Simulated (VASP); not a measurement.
Crystal: B3PPd.

```
CELL_PARAMETERS angstrom
3.64059 0.00000 0.00000
0.00000 3.64059 0.00000
0.00000 0.00000 3.64059
ATOMIC_POSITIONS crystal
B 0.00000 0.50000 0.50000
B 0.50000 0.00000 0.50000
B 0.50000 0.50000 0.00000
P 0.00000 0.00000 0.00000
Pd 0.50000 0.50000 0.50000
```

* Program: VASP 6.6.1
* Task: relaxation of cell and atoms
* Functional: PBE
* Potentials or basis: VASP PAW PBE potentials, release 64 (B, P, Pd)
* Cutoff: 600 eV
* k mesh: 6 × 6 × 6
* Occupations: gaussian, width 0.1 eV
* Spin: no spin polarisation

At the start: pressure 87.6 GPa; volume 9.65 Å³/atom.

Question: Where does the relaxation end?

Answer: Over 4 steps the energy falls by 834.8 meV/atom and the volume is 13.78 Å³/atom (+42.8 %); space group Pm-3m (No. 221, to 0.05 Å).

The path:
```csv
step,energy change (eV),largest force (eV/Å),pressure (GPa),volume (Å³)
1,0.0000,0.0000,87.59,48.25
2,-2.0499,0.0000,-18.71,95.27
3,-4.1720,0.0000,-0.99,69.38
4,-4.1738,0.0000,-0.17,68.91
```

Final structure:
```cif
data_structure
_symmetry_space_group_name_H-M 'P 1'
_symmetry_Int_Tables_number 1
_cell_length_a 4.0998
_cell_length_b 4.0998
_cell_length_c 4.0998
_cell_angle_alpha 90.000
_cell_angle_beta 90.000
_cell_angle_gamma 90.000
_cell_volume 68.91
loop_
_atom_site_label
_atom_site_type_symbol
_atom_site_fract_x
_atom_site_fract_y
_atom_site_fract_z
_atom_site_occupancy
B1 B 0.00000 0.50000 0.50000 1
B2 B 0.50000 0.00000 0.50000 1
B3 B 0.50000 0.50000 0.00000 1
P1 P 0.00000 0.00000 0.00000 1
Pd1 Pd 0.50000 0.50000 0.50000 1
```

Caveat: the volume moved by over 15 % at a fixed basis, so the end points are rough.
